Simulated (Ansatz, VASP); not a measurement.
Pd in VASP and in Ansatz

```xyz
1
Lattice="0.0000 1.9449 1.9449 1.9449 0.0000 1.9449 1.9449 1.9449 0.0000" Properties=species:S:1:pos:R:3 pbc="T T T"
Pd    0.0000    0.0000    0.0000
```

Alike in both runs: task single point; functional PBEsol; k mesh 27 × 27 × 27; occupations fermi-dirac, width 0.05 eV; no spin polarisation.

```csv
,VASP,Ansatz
version,VASP 6.6.1,Ansatz 0.2.0
potentials or method,"VASP PAW PBE potentials, release 64 (Pd), cutoff 520 eV","all-electron LAPW, scalar-relativistic"
```

|  | VASP | Ansatz | Ansatz less VASP |
| --- | --- | --- | --- |
| gap on the k mesh at the Fermi level (eV) | none | none | - |
| pressure (GPa) | -2.4 | -2.2 | +0.27 |

VASP's potentials were made for PBE, not for PBEsol. A gap of «none» marks a metal or a gap that the smearing closes. Ansatz ran all-electron here, and VASP with PAW potentials.
